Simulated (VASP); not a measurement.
A run of VASP 6.6.1 is set up as follows.

INCAR

```
  PREC = Accurate
  ENCUT = 520
  EDIFF = 1E-6
  ISMEAR = 0
  SIGMA = 0.1
  LREAL = False
  LASPH = True
  NELM = 100
  ALGO = Normal
  ISIF = 2
  LWAVE = False
  LCHARG = False
  LDIPOL = True
  IDIPOL = 3
  DIPOL = 0.5 0.5 0.500
  GGA = PE
  IVDW = 12
  IBRION = 2
  NSW = 70
  EDIFFG = -0.03
```

KPOINTS

```
regular mesh
0
Gamma
  11 11 1
```

The input POSCAR:

```
Ir
1.0
    2.7154514959      0.0000000000      0.0000000000
    0.0000000000      2.7154514959      0.0000000000
    0.0000000000      0.0000000000     17.8402283335
Ir
3
Selective dynamics
Direct
    0.5000000000      0.5000000000      0.3923716597  F F F
    0.0000000000      0.0000000000      0.5000000000  T T T
    0.5000000000      0.5000000000      0.6076283403  T T T
```

Potentials or basis: VASP PAW PBE potentials, release 64 (Ir).

Launch:

```sh
$ cat potpaw_PBE.64/Ir/POTCAR > POTCAR
$ mpirun -np 1 vasp_std > vasp.out
```

Question: What does it give for the energy gained by relaxing?

Answer: 18.2 meV/atom.

Question: Estimate the dispersion energy per atom.

Answer: -0.448 eV.

Final structure:
```
Ir
1.0
     2.71545    0.00000    0.00000
     0.00000    2.71545    0.00000
     0.00000    0.00000   17.84023
Ir
3
Direct
  0.50000 0.50000 0.39237
  0.00000 0.00000 0.49638
  0.50000 0.50000 0.60043
```
